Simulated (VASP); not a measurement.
# FeO (Wuestite) (Fm-3m) in VASP: settings compared

Aim: see how the results for FeO (Wuestite) move with the level of theory and the settings. Levels: LDA, PBE. Tasks: single point.

All numbers are computed with VASP 6.6.1; they aren't measurements. Logs are shortened: lines on timing, memory, paths and dates and some standing lists are left out, and cuts for length are marked.

**Experimental background.**

“W\"ustite: Electric, thermodynamic and optical properties of FeO”, 2012, arxiv:1203.1201 quotes, for a bulk crystal of FeO: band gap 2.4 eV (optical).

The runs below are set against these values where they give the same quantity.

### 1 The cell of the first run

Symmetry: Fm-3m, No. 225, cubic system. The conventional cell has a = 4.282 Å, b = 4.282 Å, c = 4.282 Å, α = 90.00°, β = 90.00°, γ = 90.00°. Fe (site symmetry m-3m) has 6 O at 2.14 Å within 2.8 Å. Within 2.8 Å of O (site symmetry m-3m) lie 6 Fe at 2.14 Å.

### 2 Single point, LDA, collinear spin, ferromagnetic start (volume scaled by 0.98)

File INCAR:

```
PREC = Accurate
ENCUT = 600
EDIFF = 1E-6
ISMEAR = -1
SIGMA = 0.05
LREAL = False
LASPH = True
NELM = 200
ALGO = Normal
ISIF = 2
LWAVE = False
LCHARG = False
ISPIN = 2
MAGMOM = 3 0
LORBIT = 11
LMAXMIX = 4
GGA = CA
NBANDS = 18
GGA_COMPAT = False
```

File KPOINTS:

```
regular mesh
0
Gamma
  11 11 11
```

File POSCAR:

```
FeO
1.0
    0.0000000000      2.1409337923      2.1409337923
    2.1409337923      0.0000000000      2.1409337923
    2.1409337923      2.1409337923      0.0000000000
Fe O
1 1
Direct
    0.0000000000      0.0000000000      0.0000000000
    0.5000000000      0.5000000000      0.5000000000
```

Potentials or basis: VASP PAW LDA potentials, release 64 (Fe, O).

Run with:

```
$ cat potpaw_LDA.64/Fe/POTCAR potpaw_LDA.64/O/POTCAR > POTCAR
$ mpirun -np 1 vasp_std > vasp.out
```

OUTCAR:

```text
PREC = Accurate
   ENCUT = 600
   EDIFF = 1E-6
   ISMEAR = -1
   LREAL = False
   LASPH = True
   NELM = 200
   ISIF = 2
   ISPIN = 2
   LORBIT = 11
   GGA = CA

 ion  position               nearest neighbor table
   1  0.000  0.000  0.000-   2 2.14   2 2.14   2 2.14   2 2.14   2 2.14   2 2.14
   2  0.500  0.500  0.500-   1 2.14   1 2.14   1 2.14   1 2.14   1 2.14   1 2.14

  LATTYP: Found a face centered cubic cell.
 ALAT       =     4.2818675846

  Lattice vectors:

 A1 = (   0.0000000000,   2.1409337923,   2.1409337923)
 A2 = (   2.1409337923,   0.0000000000,   2.1409337923)
 A3 = (   2.1409337923,   2.1409337923,   0.0000000000)

Analysis of symmetry for initial positions (statically):
=====================================================================
 Subroutine PRICEL returns:
 Original cell was already a primitive cell.

 Routine SETGRP: Setting up the symmetry group for a
 face centered cubic supercell.

 Subroutine GETGRP returns: Found 48 space group operations
 (whereof 48 operations were pure point group operations)
 out of a pool of 48 trial point group operations.

The static configuration has the point symmetry O_h .

Analysis of symmetry for dynamics (positions and initial velocities):
=====================================================================
 Subroutine PRICEL returns:
 Original cell was already a primitive cell.

 Routine SETGRP: Setting up the symmetry group for a
 face centered cubic supercell.

 Subroutine GETGRP returns: Found 48 space group operations
 (whereof 48 operations were pure point group operations)
 out of a pool of 48 trial point group operations.

The dynamic configuration has the point symmetry O_h .

Analysis of structural, dynamic, and magnetic symmetry:
=====================================================================
 Subroutine PRICEL returns:
 Original cell was already a primitive cell.

 Routine SETGRP: Setting up the symmetry group for a
 face centered cubic supercell.

 Subroutine GETGRP returns: Found 48 space group operations
 (whereof 48 operations were pure point group operations)
 out of a pool of 48 trial point group operations.

The overall configuration has the point symmetry O_h .

 Subroutine INISYM returns: Found 48 space group operations
 (whereof 48 operations are pure point group operations),
 and found     1 'primitive' translations

----------------------------------------------------------------------------------------

                                     Primitive cell

  volume of cell :      19.6264

  direct lattice vectors                    reciprocal lattice vectors
     0.000000000  2.140933792  2.140933792    -0.233542953  0.233542953  0.233542953
     2.140933792  0.000000000  2.140933792     0.233542953 -0.233542953  0.233542953
     2.140933792  2.140933792  0.000000000     0.233542953  0.233542953 -0.233542953

  length of vectors
     3.027737605  3.027737605  3.027737605     0.404508260  0.404508260  0.404508260

  position of ions in fractional coordinates (direct lattice)
     0.000000000  0.000000000  0.000000000
     0.500000000  0.500000000  0.500000000

  ion indices of the primitive-cell ions
   primitive index   ion index
                 1           1
                 2           2

----------------------------------------------------------------------------------------

 KPOINTS: regular mesh

Automatic generation of k-mesh.
 Grid dimensions read from file:
 generate k-points for:   11   11   11

 Generating k-lattice:

  Cartesian coordinates                     Fractional coordinates (reciprocal lattice)
    -0.021231178  0.021231178  0.021231178     0.090909091  0.000000000  0.000000000
     0.021231178 -0.021231178  0.021231178     0.000000000  0.090909091  0.000000000
     0.021231178  0.021231178 -0.021231178     0.000000000  0.000000000  0.090909091

  Length of vectors
     0.036773478  0.036773478  0.036773478

  Shift w.r.t. Gamma in fractional coordinates (k-lattice)
     0.000000000  0.000000000  0.000000000

 Subroutine IBZKPT returns following result:
 ===========================================

 Found     56 irreducible k-points:

 Following reciprocal coordinates:
            Coordinates               Weight
  0.000000  0.000000  0.000000      1.000000
  0.090909  0.000000  0.000000      8.000000
  0.181818  0.000000  0.000000      8.000000
  0.272727  0.000000  0.000000      8.000000
  0.363636  0.000000  0.000000      8.000000
  0.454545  0.000000  0.000000      8.000000
[... 16 lines left out ...]
 -0.272727  0.181818  0.000000     24.000000
 -0.181818  0.181818  0.000000     12.000000
 [... further k-points ...]
   k-points           NKPTS =     56   k-points in BZ     NKDIM =     56   number of bands    NBANDS=     18
   number of dos      NEDOS =    301   number of ions     NIONS =      2
   total plane-waves  NPLWV =  13824
   dimension x,y,z NGX =    24 NGY =   24 NGZ =   24
   dimension x,y,z NGXF=    48 NGYF=   48 NGZF=   48
   ions per type =               1   1
   NGX,Y,Z   is equivalent  to a cutoff of  13.18, 13.18, 13.18 a.u.
   NGXF,Y,Z  is equivalent  to a cutoff of  26.36, 26.36, 26.36 a.u.
 SYSTEM =  unknown system
   PREC   = accura    normal or accurate (medium, high low for compatibility)
   ISTART =      0    job   : 0-new  1-cont  2-samecut
   ICHARG =      2    charge: 1-file 2-atom 10-const
   ISPIN  =      2    spin polarized calculation?
   LNONCOLLINEAR =      F non collinear calculations
   LSORBIT =      F    spin-orbit coupling
   LASPH  =      T    aspherical Exc in radial PAW
   ENCUT  =  600.0 eV  44.10 Ry    6.64 a.u.   6.05  6.05  6.05*2*pi/ulx,y,z
   NELM   =    200;   NELMIN=  2; NELMDL= -5     # of ELM steps
   EDIFF  = 0.1E-05   stopping-criterion for ELM
   LREAL  =      F    real-space projection
   EDIFFG = 0.1E-04   stopping-criterion for IOM
   NSW    =      0    number of steps for IOM
   IBRION =     -1    ionic relax: 0-MD 1-quasi-New 2-CG
   NFREE  =      0    steps in history (QN), initial steepest desc. (CG)
   ISIF   =      2    stress and relaxation
   ISYM   =      2    0-nonsym 1-usesym 2-fastsym
   POTIM  = 0.5000    time-step for ionic-motion
   TEBEG  =    0.0;   TEEND  =   0.0 temperature during run
   PSTRESS=    0.0 pullay stress
   NELECT =      14.0000    total number of electrons
   NUPDOWN=      -1.0000    fix difference up-down
   EMIN   =  10.00;   EMAX   =-10.00  energy-range for DOS
   EFERMI =   0.00;   METHOD = LEGACY
   ISMEAR =    -1;   SIGMA  =   0.05  broadening in eV -4-tet -1-fermi 0-gaus
   EFERMI_NEDOS =   21; number of points for ismear=-14 and -15
   IALGO  =     38    algorithm
   IMIX   =      4    mixing-type and parameters
     AMIX     =   0.40;   BMIX     =  1.00
     AMIX_MAG =   1.60;   BMIX_MAG =  1.00
  volume/ion in A,a.u.               =       9.81        66.22
  Fermi-wavevector in a.u.,A,eV,Ry     =   1.462753  2.764202 29.111648  2.139646
  Thomas-Fermi vector in A             =   2.578929
   LORBIT       =     11    0 simple, 1 ext, 2 COOP (PROOUT), +10 PAW based schemes
   GGA     = CA    functional components
   LHFCALC =     F    Hartree Fock is set to
   AEXX    =    0.0000 exact exchange contribution
   IVDW    =     0    specifies the selected vdW correction
   LEPSILON=     F    determine dielectric tensor
   LRPA    =     F    only Hartree local field effects (RPA)
 spin polarized calculation
  energy-cutoff  :      600.00
  volume of cell :       19.63
 maximum number of plane-waves:       667
   NGX = 13   NGY = 13   NGZ = 13

 number of electron      13.9999997 magnetization       3.9738643

 Free energy of the ion-electron system (eV)
  ---------------------------------------------------
  ext. energy  EPLUGINS =         0.00000000
  ---------------------------------------------------
  free energy    TOTEN  =       -16.44372077 eV

  energy without entropy =      -16.42985587  energy(sigma->0) =      -16.43678832

 E-fermi :   6.0420     XC(G=0): -12.7333

 val. band max:        6.0340106752   @ k =  -0.3636   0.2727   0.0909
 cond. band min:       6.0441986086   @ k =  -0.1818   0.0909   0.0000
 fundamental gap:      0.0101879334
 Fermi energy:         6.0419549332

 spin component 1

 k-point     1 :       0.0000    0.0000    0.0000
  band No.  band energies     occupation
      1     -14.4981      1.00000
      2       2.2316      1.00000
      3       2.2316      1.00000
      4       2.2316      1.00000
      5       2.4139      1.00000
      6       2.4139      1.00000
[... 10 lines left out ...]
     17      27.0067      0.00000
     18      30.0105      0.00000

 k-point     2 :       0.0909    0.0000    0.0000
  band No.  band energies     occupation
      1     -14.4100      1.00000
      2       1.3682      1.00000
      3       1.5346      1.00000
      4       1.5346      1.00000
      5       2.5066      1.00000
      6       2.5066      1.00000
[... 10 lines left out ...]
     17      27.9706      0.00000
     18      31.3612      0.00000

 k-point     3 :       0.1818    0.0000    0.0000
  band No.  band energies     occupation
      1     -14.1644      1.00000
      2       0.0847      1.00000
      3       0.7650      1.00000
      4       0.7650      1.00000
      5       2.6802      1.00000
      6       2.6802      1.00000
[... 10 lines left out ...]
     17      30.2385      0.00000
     18      33.5274      0.00000

 k-point     4 :       0.2727    0.0000    0.0000
  band No.  band energies     occupation
      1     -13.8182      1.00000
      2      -1.1776      1.00000
      3       0.1389      1.00000
      4       0.1389      1.00000
      5       2.9145      1.00000
      6       2.9145      1.00000
[... 375 lines left out ...]
      4      -0.4494      1.00000
      5       3.1895      1.00000
      6       3.2121      1.00000
[... 10 lines left out ...]
     17      33.0339      0.00000
     18      34.0575      0.00000

 k-point    23 :      -0.2727    0.1818    0.0000
  band No.  band energies     occupation
      1     -13.4510      1.00000
      2      -1.8429      1.00000
      3      -0.3534      1.00000
      4      -0.1390      1.00000
      5       2.9849      1.00000
      6       3.2131      1.00000
[... 10 lines left out ...]
     17      32.7693      0.00000
     18      34.5396      0.00000

 k-point    24 :      -0.1818    0.1818    0.0000
  band No.  band energies     occupation
      1     -13.7344      1.00000
      2      -1.2589      1.00000
      3      -0.0902      1.00000
      4       0.3564      1.00000
      5       2.7932      1.00000
      6       3.1353      1.00000
[... 10 lines left out ...]
     17      32.8385      0.00000
     18      34.5805      0.00000

 [... further k-points ...]

 spin component 2

 k-point     1 :       0.0000    0.0000    0.0000
  band No.  band energies     occupation
      1     -13.9233      1.00000
      2       2.8441      1.00000
      3       2.8441      1.00000
      4       2.8441      1.00000
      5       5.2675      1.00000
      6       5.2675      1.00000
[... 10 lines left out ...]
     17      28.2949      0.00000
     18      31.1633      0.00000

 k-point     2 :       0.0909    0.0000    0.0000
  band No.  band energies     occupation
      1     -13.8345      1.00000
      2       2.1915      1.00000
      3       2.5727      1.00000
      4       2.5727      1.00000
      5       5.3744      1.00000
      6       5.3744      1.00000
[... 10 lines left out ...]
     17      29.1846      0.00000
     18      32.5587      0.00000

 k-point     3 :       0.1818    0.0000    0.0000
  band No.  band energies     occupation
      1     -13.5867      1.00000
      2       0.9140      1.00000
      3       2.0130      1.00000
      4       2.0130      1.00000
      5       5.6109      0.99982
      6       5.6198      0.99978
[... 10 lines left out ...]
     17      31.2401      0.00000
     18      34.7192      0.00000

 k-point     4 :       0.2727    0.0000    0.0000
  band No.  band energies     occupation
      1     -13.2375      1.00000
      2      -0.3730      1.00000
      3       1.4609      1.00000
      4       1.4609      1.00000
      5       5.9166      0.92461
      6       5.9330      0.89839
[... 375 lines left out ...]
      4       0.8705      1.00000
      5       6.2859      0.00755
      6       6.2942      0.00641
[... 10 lines left out ...]
     17      33.6845      0.00000
     18      34.8005      0.00000

 k-point    23 :      -0.2727    0.1818    0.0000
  band No.  band energies     occupation
      1     -12.8619      1.00000
      2      -1.0064      1.00000
      3       0.8576      1.00000
      4       0.9961      1.00000
      5       6.0220      0.59862
      6       6.1856      0.05350
[... 10 lines left out ...]
     17      33.4350      0.00000
     18      35.3900      0.00000

 k-point    24 :      -0.1818    0.1818    0.0000
  band No.  band energies     occupation
      1     -13.1506      1.00000
      2      -0.3900      1.00000
      3       1.2705      1.00000
      4       1.3656      1.00000
      5       5.7684      0.99581
      6       6.0166      0.62421
[... 10 lines left out ...]
     17      33.6484      0.00000
     18      35.4105      0.00000

 [... further k-points ...]
[... 5 lines left out ...]
  --------------------------------------------------------------------------------------
  -------------------------------------------------------------------------------------
  Total       -1.5393411     -1.5393411     -1.5393411      0.0000000     -0.0000000      0.0000000
  in kB     -125.6625144   -125.6625144   -125.6625144      0.0000000     -0.0000000      0.0000000
  external PRESSURE =    -125.6625144 kB  Pullay stress =       0.0000000 kB

 VOLUME and BASIS-vectors are now :
 -----------------------------------------------------------------------------
  energy-cutoff  :      600.00
  volume of cell :       19.63
      direct lattice vectors                 reciprocal lattice vectors
     0.000000000  2.140933792  2.140933792    -0.233542953  0.233542953  0.233542953
     2.140933792  0.000000000  2.140933792     0.233542953 -0.233542953  0.233542953
     2.140933792  2.140933792  0.000000000     0.233542953  0.233542953 -0.233542953

 POSITION                                       TOTAL-FORCE (eV/Angst)
 -----------------------------------------------------------------------------------
      0.00000      0.00000      0.00000         0.000000     -0.000000      0.000000
      2.14093      2.14093      2.14093        -0.000000      0.000000      0.000000
 -----------------------------------------------------------------------------------
    total drift:                                0.000000     -0.000000      0.000000

  FREE ENERGIE OF THE ION-ELECTRON SYSTEM (eV)
  ---------------------------------------------------
  free  energy   TOTEN  =       -16.4437207661 eV

  energy  without entropy=      -16.4298558713  energy(sigma->0) =      -16.43678832

 total charge

# of ion       s       p       d       tot
------------------------------------------
    1        0.299   0.378   6.125   6.801
    2        1.541   3.420   0.000   4.961
--------------------------------------------------
tot          1.840   3.798   6.125  11.762

 magnetization (x)

# of ion       s       p       d       tot
------------------------------------------
    1        0.025   0.022   3.508   3.554
    2        0.031   0.285   0.000   0.316
--------------------------------------------------
tot          0.055   0.306   3.508   3.870
```

It took 33 s on 1 thread of AMD EPYC 9R45 (Zen 5), shared host; peak memory 0.13 GiB.

Results:

| Property | Result |
| --- | --- |
| Free energy | -16.4437 eV |
| Pressure | -12.6 GPa |
| Band gap on the k mesh | zero (filled and empty bands overlap) |
| Net moment | 3.97 μB per cell |
| Site moments | Fe +3.55; O +0.32 μB |
| Valence electrons inside the program's atomic spheres | Fe 6.80; O 4.96 |

Caveat: a cell with one magnetic atom can't hold antiferromagnetic order, which such compounds often take; semilocal functionals often make such compounds metallic where correlation or magnetic order opens a gap, which also shifts bond lengths.

### 3 Single point, LDA, collinear spin, ferromagnetic start (volume scaled by 1.02)

File INCAR:

```
ALGO = Normal
EDIFF = 1E-6
ENCUT = 600
GGA_COMPAT = False
ISIF = 2
ISMEAR = -1
ISPIN = 2
LASPH = True
LCHARG = False
LMAXMIX = 4
LORBIT = 11
LREAL = False
LWAVE = False
MAGMOM = 3 0
NBANDS = 18
NELM = 200
PREC = Accurate
SIGMA = 0.05
```

File KPOINTS:

```
k-points
0
Gamma
  11 11 11
```

File POSCAR:

```
FeO
1.0
    0.0000000000      2.1696745882      2.1696745882
    2.1696745882      0.0000000000      2.1696745882
    2.1696745882      2.1696745882      0.0000000000
Fe O
1 1
Direct
    0.0000000000      0.0000000000      0.0000000000
    0.5000000000      0.5000000000      0.5000000000
```

Potentials or basis: VASP PAW LDA potentials, release 64 (Fe, O).

Run with:

```
$ cat potpaw_LDA.64/Fe/POTCAR potpaw_LDA.64/O/POTCAR > POTCAR
$ mpirun -np 1 vasp_std > vasp.out
```

Wall time 50 s (1 thread of AMD EPYC 9R45 (Zen 5), shared host); peak memory 0.14 GiB.

The run converged. Its results:

| Property | Result |
| --- | --- |
| Free energy | -16.3680 eV |
| Pressure | -18.6 GPa |
| Band gap on the k mesh | zero (filled and empty bands overlap) |
| Net moment | 4.00 μB per cell |
| Site moments | Fe +3.58; O +0.31 μB |
| Valence electrons inside the program's atomic spheres | Fe 6.73; O 4.94 |

Levels at points of the mesh, in eV from the Fermi level:
Spin up:
```
           k point  band 6  band 7  band 8  band 9  band 10  band 11  band 12  band 13
(0.00, 0.00, 0.00)   -3.59   -3.59   -3.34   -3.34     0.13    15.34    16.84    16.84
```
Spin down:
| k point | band 1 | band 2 | band 3 | band 4 | band 5 | band 6 | band 7 | band 8 | band 9 | band 10 |
| --- | --- | --- | --- | --- | --- | --- | --- | --- | --- | --- |
| (0.00, 0.00, 0.00) | -19.64 | -3.06 | -3.06 | -3.06 | -0.71 | -0.71 | -0.71 | -0.01 | -0.01 | 0.90 |

Caveat: a cell with one magnetic atom can't hold antiferromagnetic order, which such compounds often take; semilocal functionals often make such compounds metallic where correlation or magnetic order opens a gap, which also shifts bond lengths.

[end of part 1 of 2]
